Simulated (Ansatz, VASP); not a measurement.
ZnCl3 in VASP and in Ansatz

```
CELL_PARAMETERS angstrom
0.00000 3.41201 3.41201
3.41201 0.00000 3.41201
3.41201 3.41201 0.00000
ATOMIC_POSITIONS crystal
Zn 0.00000 0.00000 0.00000
Cl 0.25000 0.25000 0.25000
Cl 0.75000 0.75000 0.75000
Cl 0.50000 0.50000 0.50000
```

Change from the starting cell: species swapped into the ScZn3 type (Fm-3m, No. 225).

Alike in both runs: functional PBE; k mesh 12 × 12 × 12; occupations gaussian, width 0.1 eV; no spin polarisation.

Ansatz relaxed the structure, and its values are those at the end. VASP's run is a single point on that final structure, the one shown.

|  | VASP | Ansatz |
| --- | --- | --- |
| version | VASP 6.6.1 | Ansatz 0.2.0 |
| potentials or method | VASP PAW PBE potentials, release 64 (Zn, Cl), cutoff 520 eV | scalar-relativistic, plane waves, PAW |
| valence electrons in the cell | 33 | 33 |

Ansatz gave:

| Property | Result |
| --- | --- |
| gap on the k mesh at the Fermi level (eV) | none |
| pressure (GPa) | 0.0 |

Q: Which values does VASP return?

A: gap on the k mesh at the Fermi level (eV): none; pressure (GPa): -0.1.

A gap of «none» marks a metal or a gap that the smearing closes. The functional is the same, so the differences come from potentials, cutoffs and numerics.
